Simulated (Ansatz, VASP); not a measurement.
ZnO in VASP and in Ansatz

```
Zn O
1.0
    -0.03318    2.13377    2.13377
     2.13377   -0.03318    2.13377
     2.10059    2.10059    0.00000
Zn O
1 1
Cartesian
  0.0000 0.0000 0.0000
  2.1006 2.1006 2.1338
```

Change from the starting cell: shear_xy strain -3.1%.

Alike in both runs: task single point; functional PBE; k mesh 10 × 10 × 10; occupations fermi-dirac, width 0.02 eV; no spin polarisation.

```csv
,VASP,Ansatz
version,VASP 6.6.1,Ansatz 0.2.0
potentials or method,"VASP PAW PBE potentials, release 64 (Zn, O)","plane waves, PAW"
plane-wave cutoff (eV),520,420
valence electrons in the cell,18,18
```

```csv
,VASP,Ansatz,Ansatz less VASP
gap on the k mesh at the Fermi level (eV),0.89,0.92,+0.033
pressure (GPa),9.1,8.0,-1.17
"traceless stress, the component that is largest in VASP (GPa)",2.58,2.61,+0.038
```

The functional is the same, so the differences come from potentials, cutoffs and numerics.
